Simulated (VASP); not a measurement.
# Al2Cu (I4/mmm) in VASP: notebook

Runs on Al2Cu. Level: PBEsol. Tasks: single point, relaxation of cell and atoms.

All numbers are computed with VASP 6.6.1; they aren't measurements. Logs are shortened: lines on timing, memory, paths and dates and some standing lists are left out, and cuts for length are marked.

**1. The cell of the first run**

The typed cell holds 3 atoms: a = 3.991 Å, b = 3.991 Å, c = 3.991 Å, α = 119.99°, β = 119.99°, γ = 90.02°.

**2. Single point, PBEsol**

INCAR

```
ALGO = Normal
EDIFF = 1E-6
ENCUT = 520
GGA = PS
ISIF = 2
ISMEAR = -1
LASPH = T
LCHARG = F
LREAL = F
LWAVE = F
NBANDS = 16
NELM = 100
PREC = Accurate
SIGMA = 0.05
```

KPOINTS

```
k-points
0
Gamma
  9 9 9
```

POSCAR

```
Al2Cu
1.0
   -1.9960062316      1.9960062316      2.8218035314
    1.9960062316     -1.9960062316      2.8218035314
    1.9960062316      1.9960062316     -2.8218035314
Cu Al
1 2
Direct
    0.5000000000      0.5000000000      0.0000000000
    0.2500000000      0.7500000000      0.5000000000
    0.7500000000      0.2500000000      0.5000000000
```

Potentials or basis: VASP PAW PBE potentials, release 64 (Cu, Al).

On the command line:

```bash
cat potpaw_PBE.64/Cu/POTCAR potpaw_PBE.64/Al/POTCAR > POTCAR
mpirun -np 1 vasp_std > vasp.out
```

OUTCAR:

```text
EDIFF = 1E-6
   ENCUT = 520
   GGA = PS
   ISIF = 2
   ISMEAR = -1
   LASPH = T
   LREAL = F
   NELM = 100
   PREC = Accurate

 ion  position               nearest neighbor table
   1  0.500  0.500  0.000-   2 2.44   3 2.44   2 2.44   3 2.44   2 2.44   3 2.44   2 2.44   3 2.44

   2  0.250  0.750  0.500-   1 2.44   1 2.44   1 2.44   1 2.44   3 2.82   3 2.82   3 2.82   3 2.82
                             3 2.82   3 2.82
   3  0.750  0.250  0.500-   1 2.44   1 2.44   1 2.44   1 2.44   2 2.82   2 2.82   2 2.82   2 2.82
                             2 2.82   2 2.82

  LATTYP: Found a body centered tetragonal cell.
 ALAT       =     3.9920124632
 C/A-ratio  =     1.4137248104

  Lattice vectors:

 A1 = (  -1.9960062316,   1.9960062316,   2.8218035314)
 A2 = (   1.9960062316,  -1.9960062316,   2.8218035314)
 A3 = (   1.9960062316,   1.9960062316,  -2.8218035314)

Analysis of symmetry for initial positions (statically):
=====================================================================
 Subroutine PRICEL returns:
 Original cell was already a primitive cell.

 Routine SETGRP: Setting up the symmetry group for a
 body centered tetragonal supercell.

 Subroutine GETGRP returns: Found 16 space group operations
 (whereof 16 operations were pure point group operations)
 out of a pool of 16 trial point group operations.

The static configuration has the point symmetry D_4h.

Analysis of symmetry for dynamics (positions and initial velocities):
=====================================================================
 Subroutine PRICEL returns:
 Original cell was already a primitive cell.

 Routine SETGRP: Setting up the symmetry group for a
 body centered tetragonal supercell.

 Subroutine GETGRP returns: Found 16 space group operations
 (whereof 16 operations were pure point group operations)
 out of a pool of 16 trial point group operations.

The dynamic configuration has the point symmetry D_4h.

 Subroutine INISYM returns: Found 16 space group operations
 (whereof 16 operations are pure point group operations),
 and found     1 'primitive' translations

----------------------------------------------------------------------------------------

                                     Primitive cell

  volume of cell :      44.9687

  direct lattice vectors                    reciprocal lattice vectors
    -1.996006232  1.996006232  2.821803531     0.000000000  0.250500220  0.177191642
     1.996006232 -1.996006232  2.821803531     0.250500220  0.000000000  0.177191642
     1.996006232  1.996006232 -2.821803531     0.250500220  0.250500220  0.000000000

  length of vectors
     3.991322703  3.991322703  3.991322703     0.306834219  0.306834219  0.354260808

  position of ions in fractional coordinates (direct lattice)
     0.500000000  0.500000000  0.000000000
     0.250000000  0.750000000  0.500000000
     0.750000000  0.250000000  0.500000000

  ion indices of the primitive-cell ions
   primitive index   ion index
                 1           1
                 2           2
                 3           3

----------------------------------------------------------------------------------------

 KPOINTS: k-points

Automatic generation of k-mesh.
 Grid dimensions read from file:
 generate k-points for:    9    9    9

 Generating k-lattice:

  Cartesian coordinates                     Fractional coordinates (reciprocal lattice)
     0.000000000  0.027833358  0.019687960     0.111111111  0.000000000  0.000000000
     0.027833358  0.000000000  0.019687960     0.000000000  0.111111111  0.000000000
     0.027833358  0.027833358  0.000000000     0.000000000  0.000000000  0.111111111

  Length of vectors
     0.034092691  0.034092691  0.039362312

  Shift w.r.t. Gamma in fractional coordinates (k-lattice)
     0.000000000  0.000000000  0.000000000

 Subroutine IBZKPT returns following result:
 ===========================================

 Found     75 irreducible k-points:

 Following reciprocal coordinates:
            Coordinates               Weight
  0.000000  0.000000  0.000000      1.000000
  0.111111 -0.000000  0.000000      8.000000
  0.222222  0.000000  0.000000      8.000000
  0.333333 -0.000000  0.000000      8.000000
  0.444444  0.000000  0.000000      8.000000
  0.111111  0.111111  0.000000      8.000000
[... 16 lines left out ...]
 -0.333333  0.333333  0.000000      4.000000
  0.444444  0.444444  0.000000      8.000000
 [... further k-points ...]
   k-points           NKPTS =     75   k-points in BZ     NKDIM =     75   number of bands    NBANDS=     16
   number of dos      NEDOS =    301   number of ions     NIONS =      3
   total plane-waves  NPLWV =  27000
   dimension x,y,z NGX =    30 NGY =   30 NGZ =   30
   dimension x,y,z NGXF=    60 NGYF=   60 NGZF=   60
   ions per type =               1   2
   NGX,Y,Z   is equivalent  to a cutoff of  12.50, 12.50, 12.50 a.u.
   NGXF,Y,Z  is equivalent  to a cutoff of  24.99, 24.99, 24.99 a.u.
 SYSTEM =  unknown system
   PREC   = accura    normal or accurate (medium, high low for compatibility)
   ISTART =      0    job   : 0-new  1-cont  2-samecut
   ICHARG =      2    charge: 1-file 2-atom 10-const
   ISPIN  =      1    spin polarized calculation?
   LNONCOLLINEAR =      F non collinear calculations
   LSORBIT =      F    spin-orbit coupling
   LASPH  =      T    aspherical Exc in radial PAW
   ENCUT  =  520.0 eV  38.22 Ry    6.18 a.u.   7.42  7.42  7.42*2*pi/ulx,y,z
   NELM   =    100;   NELMIN=  2; NELMDL= -5     # of ELM steps
   EDIFF  = 0.1E-05   stopping-criterion for ELM
   LREAL  =      F    real-space projection
   EDIFFG = 0.1E-04   stopping-criterion for IOM
   NSW    =      0    number of steps for IOM
   IBRION =     -1    ionic relax: 0-MD 1-quasi-New 2-CG
   NFREE  =      0    steps in history (QN), initial steepest desc. (CG)
   ISIF   =      2    stress and relaxation
   ISYM   =      2    0-nonsym 1-usesym 2-fastsym
   POTIM  = 0.5000    time-step for ionic-motion
   TEBEG  =    0.0;   TEEND  =   0.0 temperature during run
   PSTRESS=    0.0 pullay stress
   NELECT =      17.0000    total number of electrons
   NUPDOWN=      -1.0000    fix difference up-down
   EMIN   =  10.00;   EMAX   =-10.00  energy-range for DOS
   EFERMI =   0.00;   METHOD = LEGACY
   ISMEAR =    -1;   SIGMA  =   0.05  broadening in eV -4-tet -1-fermi 0-gaus
   EFERMI_NEDOS =   21; number of points for ismear=-14 and -15
   IALGO  =     38    algorithm
   IMIX   =      4    mixing-type and parameters
     AMIX     =   0.40;   BMIX     =  1.00
     AMIX_MAG =   1.60;   BMIX_MAG =  1.00
  volume/ion in A,a.u.               =      14.99       101.15
  Fermi-wavevector in a.u.,A,eV,Ry     =   1.183734  2.236934 19.064854  1.401227
  Thomas-Fermi vector in A             =   2.319963
   LORBIT       =      0    0 simple, 1 ext, 2 COOP (PROOUT), +10 PAW based schemes
   GGA     = PS    functional components
   LHFCALC =     F    Hartree Fock is set to
   AEXX    =    0.0000 exact exchange contribution
   IVDW    =     0    specifies the selected vdW correction
   LEPSILON=     F    determine dielectric tensor
   LRPA    =     F    only Hartree local field effects (RPA)
 non-spin polarized calculation
  energy-cutoff  :      520.00
  volume of cell :       44.97
 maximum number of plane-waves:      1243
 NGX is ok and might be reduce to    30
   NGX = 15   NGY = 15   NGZ = 15

 number of electron      17.0000015 magnetization

 Free energy of the ion-electron system (eV)
  ---------------------------------------------------
  ext. energy  EPLUGINS =         0.00000000
  ---------------------------------------------------
  free energy    TOTEN  =       -12.97257814 eV

  energy without entropy =      -12.95925887  energy(sigma->0) =      -12.96591850

 E-fermi :   7.5219     XC(G=0): -10.8160

 val. band max:        7.5191353668   @ k =  -0.4444   0.1111  -0.0000
 cond. band min:       7.5940423620   @ k =   0.1111   0.1111   0.0000
 fundamental gap:      0.0749069952
 Fermi energy:         7.5218716192

 k-point     1 :       0.0000    0.0000    0.0000
  band No.  band energies     occupation
      1      -3.0330      2.00000
      2       2.7406      2.00000
      3       2.7409      2.00000
      4       2.7409      2.00000
      5       3.3321      2.00000
      6       3.3326      2.00000
[... 8 lines left out ...]
     15      14.7755      0.00000
     16      14.7873      0.00000

 k-point     2 :       0.1111   -0.0000    0.0000
  band No.  band energies     occupation
      1      -2.8607      2.00000
      2       2.6871      2.00000
      3       2.7673      2.00000
      4       2.7675      2.00000
      5       3.3254      2.00000
      6       3.3259      2.00000
[... 8 lines left out ...]
     15      13.5405      0.00000
     16      14.3802      0.00000

 k-point     3 :       0.2222    0.0000    0.0000
  band No.  band energies     occupation
      1      -2.3493      2.00000
      2       2.5129      2.00000
      3       2.8274      2.00000
      4       2.8275      2.00000
      5       3.3216      2.00000
      6       3.3219      2.00000
[... 8 lines left out ...]
     15      13.6091      0.00000
     16      15.3470      0.00000

 k-point     4 :       0.3333   -0.0000    0.0000
  band No.  band energies     occupation
      1      -1.5209      2.00000
      2       2.0870      2.00000
      3       2.8743      2.00000
      4       2.8744      2.00000
      5       3.3501      2.00000
      6       3.3502      2.00000
[... 8 lines left out ...]
     15      15.1598      0.00000
     16      17.0765      0.00000
[... 324 lines left out ...]
 k-point    22 :      -0.4444    0.3333    0.0000
  band No.  band energies     occupation
      1      -0.1934      2.00000
      2       2.1940      2.00000
      3       2.6662      2.00000
      4       3.1464      2.00000
      5       3.2227      2.00000
      6       3.4698      2.00000
[... 8 lines left out ...]
     15      18.4855      0.00000
     16      20.0692      0.00000

 k-point    23 :      -0.3333    0.3333    0.0000
  band No.  band energies     occupation
      1      -1.0008      2.00000
      2       2.3190      2.00000
      3       2.9216      2.00000
      4       3.0670      2.00000
      5       3.0675      2.00000
      6       3.4639      2.00000
[... 8 lines left out ...]
     15      18.1708      0.00000
     16      18.5166      0.00000

 k-point    24 :       0.4444    0.4444    0.0000
  band No.  band energies     occupation
      1       1.3123      2.00000
      2       1.5253      2.00000
      3       2.1268      2.00000
      4       3.2580      2.00000
      5       3.3279      2.00000
      6       3.4678      2.00000
[... 8 lines left out ...]
     15      18.3538      0.00000
     16      19.8114      0.00000

 [... further k-points ...]

------------------------ aborting loop because EDIFF is reached ----------------------------------------

  FORCE on cell =-STRESS in cart. coord.  units (eV):
  Direction    XX          YY          ZZ          XY          YZ          ZX
  --------------------------------------------------------------------------------------
  -------------------------------------------------------------------------------------
  Total        1.4468773      1.4468773      1.4488592      0.0000000     -0.0000000      0.0000000
  in kB       51.5503643     51.5503643     51.6209761      0.0000000     -0.0000000      0.0000000
  external PRESSURE =      51.5739016 kB  Pullay stress =       0.0000000 kB

 VOLUME and BASIS-vectors are now :
 -----------------------------------------------------------------------------
  energy-cutoff  :      520.00
  volume of cell :       44.97
      direct lattice vectors                 reciprocal lattice vectors
    -1.996006232  1.996006232  2.821803531     0.000000000  0.250500220  0.177191642
     1.996006232 -1.996006232  2.821803531     0.250500220  0.000000000  0.177191642
     1.996006232  1.996006232 -2.821803531     0.250500220  0.250500220  0.000000000

 POSITION                                       TOTAL-FORCE (eV/Angst)
 -----------------------------------------------------------------------------------
      0.00000      0.00000      2.82180        -0.000000      0.000000     -0.000000
      1.99601      0.00000      1.41090         0.000000     -0.000000      0.000000
      0.00000      1.99601      1.41090        -0.000000      0.000000     -0.000000
 -----------------------------------------------------------------------------------
    total drift:                                0.000000     -0.000000      0.000000

  FREE ENERGIE OF THE ION-ELECTRON SYSTEM (eV)
  ---------------------------------------------------
  free  energy   TOTEN  =       -12.9725781377 eV

  energy  without entropy=      -12.9592588702  energy(sigma->0) =      -12.96591850
```

It took 54 s on 1 thread of Intel Xeon Platinum 8259CL at 2.50GHz (Skylake/Cascade Lake), shared host; peak memory 0.2 GiB.

Results:

```
Free energy : -12.9726 eV
Pressure    : 5.2 GPa
```

Caveat: the PAW data sets were made with another functional, which shifts forces and pressure a little.

**3. Single point, PBEsol**

This run uses another cell than the first one, of 15.37 Å³/atom, 1.026 times its volume.

INCAR

```
PREC = Accurate
ENCUT = 520
EDIFF = 1E-6
ISMEAR = -1
SIGMA = 0.05
LREAL = F
LASPH = T
NELM = 100
ALGO = Normal
ISIF = 2
LWAVE = F
LCHARG = F
GGA = PS
NBANDS = 16
```

KPOINTS

```
Automatic mesh
0
Gamma
  9 9 9
```

POSCAR

```
Al2Cu
1.0
   -2.0129467763      2.0129467763      2.8453629444
    2.0129467763     -2.0129467763      2.8453629444
    2.0129467763      2.0129467763     -2.8453629444
Cu Al
1 2
Direct
    0.5000000000      0.5000000000      0.0000000000
    0.2500000000      0.7500000000      0.5000000000
    0.7500000000      0.2500000000      0.5000000000
```

Potentials or basis: VASP PAW PBE potentials, release 64 (Cu, Al).

On the command line:

```bash
cat potpaw_PBE.64/Cu/POTCAR potpaw_PBE.64/Al/POTCAR > POTCAR
mpirun -np 1 vasp_std > vasp.out
```

Wall time 56 s (1 thread of Intel Xeon Platinum 8259CL at 2.50GHz (Skylake/Cascade Lake), shared host); peak memory 0.2 GiB.

The run converged. Its results:

* Free energy: -12.9995 eV
* Pressure: 2.1 GPa

Levels at points of the mesh, in eV from the Fermi level:
```
           k point  band 6  band 7  band 8  band 9  band 10  band 11  band 12  band 13
(0.00, 0.00, 0.00)   -4.10    2.93    2.93    2.93     3.04     3.05     3.05     4.59
```

Caveat: the PAW data sets were made with another functional, which shifts forces and pressure a little.

**4. Single point, PBEsol**

This run uses another cell than the first one, of 15.66 Å³/atom, 1.045 times its volume.

INCAR

```
SYSTEM = Al2Cu
  PREC = Accurate
  ENCUT = 520
  EDIFF = 1E-6
  ISMEAR = -1
  SIGMA = 0.05
  LREAL = .FALSE.
  LASPH = .TRUE.
  NELM = 60
  ALGO = Normal
  ISIF = 2
  LWAVE = .FALSE.
  LCHARG = .FALSE.
  GGA = PS
  NBANDS = 16
```

KPOINTS

```
regular mesh
0
G
  9 9 9
  0 0 0
```

POSCAR

```
Al2Cu
1.0
   -2.0252681160      2.0252681160      2.8628618280
    2.0252681160     -2.0252681160      2.8628618280
    2.0252681160      2.0252681160     -2.8628618280
Cu Al
1 2
Direct
    0.5000000000      0.5000000000      0.0000000000
    0.2500000000      0.7500000000      0.5000000000
    0.7500000000      0.2500000000      0.5000000000
```

On the command line:

```bash
cat potpaw_PBE.64/Cu/POTCAR potpaw_PBE.64/Al/POTCAR > POTCAR
mpirun -np 1 vasp_std > vasp.out
```

Wall time 56 s (1 thread of Intel Xeon Platinum 8259CL at 2.50GHz (Skylake/Cascade Lake), shared host); peak memory 0.2 GiB.

It converged, with:

```yaml
Free_energy: -13.0063 eV
Pressure: 0.1 GPa
```

Levels at points of the mesh, in eV from the Fermi level:
```tsv
k point	band 6	band 7	band 8	band 9	band 10	band 11	band 12	band 13
(0.00, 0.00, 0.00)	-4.04	2.92	2.92	2.93	2.98	2.99	2.99	4.40
```

Caveat: the PAW data sets were made with another functional, which shifts forces and pressure a little.

**5. Relaxation of cell and atoms, PBEsol, target pressure 2 GPa, at which the enthalpy is minimised**

This run uses another cell than the first one, of 15.67 Å³/atom, 1.045 times its volume.

INCAR

```
PREC     = Accurate       # precision mode
ENCUT    = 600            # plane-wave cutoff, eV
EDIFF    = 1E-7           # SCF threshold, eV
ISMEAR   = -1             # smearing method
SIGMA    = 0.05           # smearing width, eV
LREAL    = False          # projectors in reciprocal space
LASPH    = True           # aspherical terms in the spheres
NELM     = 60             # most SCF steps
ALGO     = Normal         # electronic algorithm
ISIF     = 3              # what is computed and relaxed
LWAVE    = False          # write WAVECAR
LCHARG   = False          # write CHGCAR
GGA      = PS             # functional
IBRION   = 2              # ionic algorithm
NSW      = 60             # ionic steps
EDIFFG   = -0.01          # ionic threshold
PSTRESS  = 20.0
```

KPOINTS

```
Automatic mesh
0
Gamma
  9 9 9
```

POSCAR

```
Al2Cu
1.0
   -2.0303375000      2.0303375000      2.8510940000
    2.0303375000     -2.0303375000      2.8510940000
    2.0303375000      2.0303375000     -2.8510940000
Cu Al
1 2
Direct
    0.5000000000      0.5000000000      0.0000000000
    0.2500000000      0.7500000000      0.5000000000
    0.7500000000      0.2500000000      0.5000000000
```

On the command line:

```bash
cat potpaw_PBE.64/Cu/POTCAR potpaw_PBE.64/Al/POTCAR > POTCAR
mpirun -np 1 vasp_std > vasp.out
```

It took 97 s on 1 thread of Intel Xeon Platinum 8259CL at 2.50GHz (Skylake/Cascade Lake), shared host; peak memory 0.22 GiB.

It converged, with:

```yaml
Free_energy: -13.0014 eV
Relaxed_volume: 15.41 Å³/atom
Relaxed_cell: a = 4.025 Å, b = 4.025 Å, c = 4.025 Å, α = 119.78°, β = 119.78°, γ = 90.38°
Space_group_after_relaxing_to_0.05_Å: I4/mmm (No. 139)
Energy_change_on_relaxing_the_enthalpy_is_what_falls: +1.7 meV/atom
Ionic_steps: 4
Pressure_after_relaxing: 2.0 GPa
```

Stress tensor (GPa, compression positive):
```
1.93 0.00 0.00
0.00 1.93 0.00
0.00 0.00 2.08
```

The path:
| step | energy change (eV) | largest force (eV/Å) | pressure (GPa) | volume (Å³) |
| --- | --- | --- | --- | --- |
| 1 | 0.0000 | 0.0000 | 0.18 | 47.01 |
| 2 | 0.0118 | 0.0000 | 3.04 | 45.81 |
| 3 | 0.0053 | 0.0000 | 2.02 | 46.23 |
| 4 | 0.0051 | 0.0000 | 1.98 | 46.24 |

Final structure:
```
CELL_PARAMETERS angstrom
-2.01889 2.01889 2.83638
2.01889 -2.01889 2.83638
2.01889 2.01889 -2.83638
ATOMIC_POSITIONS crystal
Cu 0.50000 0.50000 0.00000
Al 0.25000 0.75000 0.50000
Al 0.75000 0.25000 0.50000
```

Levels at points of the mesh, in eV from the Fermi level:
```
           k point  band 6  band 7  band 8  band 9  band 10  band 11  band 12
(0.00, 0.00, 0.00)   -4.09    2.91    2.91    2.96     2.99     3.06     3.06
```

Caveat: the cell is relaxed towards a set pressure, so the enthalpy falls and the energy may rise; the PAW data sets were made with another functional, which shifts forces and pressure a little.

**6. The runs side by side**

```tsv
task	cell	cutoff (eV)	gap on the mesh (eV)	pressure (GPa)
single point	a = 3.991 Å, angles 120.0, 120.0, 90.0°, 3 atoms	520	none	5.2
single point	a = 4.025 Å, angles 120.0, 120.0, 90.0°, 3 atoms	520	none	2.1
single point	a = 4.050 Å, angles 120.0, 120.0, 90.0°, 3 atoms	520	none	0.1
relaxation of cell and atoms	relaxed to 2 GPa from a = 4.046 Å, angles 119.8, 119.8, 90.4°, 3 atoms	600	none	2.0
```

Alike in all rows: level PBEsol; potentials or basis VASP PAW PBE potentials, release 64 (Cu, Al); no spin polarisation; k mesh 9 × 9 × 9; smearing fermi-dirac 0.05 eV.

Caveats: the PAW data sets were made with another functional, which shifts forces and pressure a little; the cell is relaxed towards a set pressure, so the enthalpy falls and the energy may rise (some runs).

Absolute energies hang on the potentials; compare differences alone.
